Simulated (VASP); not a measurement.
Set up this calculation in VASP 6.6.1, as the native input.

- Task: single point
- Functional: PBE
- Potentials or basis: VASP PAW PBE potentials, release 64 (Al, Si, F)
- Cutoff: 520 eV
- k mesh: 8 × 4 × 4
- Occupations: gaussian, width 0.2 eV
- Spin: no spin polarisation
- Dipole correction: no
- Further INCAR settings: ALGO = Normal; EDIFF = 1e-06; NBANDS = 36

The structure of Al3Si2F lies in POSCAR:

```
Al3Si2F
1.0
    2.8392525483      0.0000000000      0.0000000000
    0.0000000000      7.6761870344      0.0000000000
    0.0000000000      0.0000000000      9.3023997493
Al Si F
6 4 2
Direct
    0.5000000000      0.0000000000      0.9808325378
    0.5000000000      0.5000000000      0.9808325378
    0.5000000000      0.0000000000      0.2641209162
    0.5000000000      0.5000000000      0.2641209162
    0.5000000000      0.2500000000      0.6237232257
    0.5000000000      0.7500000000      0.6237232257
    0.0000000000      0.2500000000      0.8634076203
    0.0000000000      0.7500000000      0.8634076203
    0.0000000000      0.0000000000      0.5046937063
    0.0000000000      0.5000000000      0.5046937063
    0.5000000000      0.2500000000      0.2632220537
    0.5000000000      0.7500000000      0.2632220537
```

The input as run:

INCAR

```
PREC = Accurate ; ENCUT = 520
EDIFF = 1E-6 ; ISMEAR = 0
SIGMA = 0.2 ; LREAL = F
LASPH = T ; NELM = 100
ALGO = Normal ; ISIF = 2
LWAVE = F ; LCHARG = F
GGA = PE ; NBANDS = 36
```

KPOINTS

```
regular mesh
0
Gamma
  8 4 4
```

Potentials or basis: VASP PAW PBE potentials, release 64 (Al, Si, F).

Run with:

```console
$ cat potpaw_PBE.64/Al/POTCAR potpaw_PBE.64/Si/POTCAR potpaw_PBE.64/F/POTCAR > POTCAR
$ mpirun -np 1 vasp_std > vasp.out
```

It gave:

* Pressure: 0.1 GPa
* Largest force: 0.103 eV/Å
* Band gap on the k mesh: zero (bands 24 and 25 overlap by 2.61 eV)

It took 2.1 min on 1 thread of Intel(R) Xeon(R) 6975P-C (Granite Rapids), with other jobs on the host, peak memory 0.47 GiB.
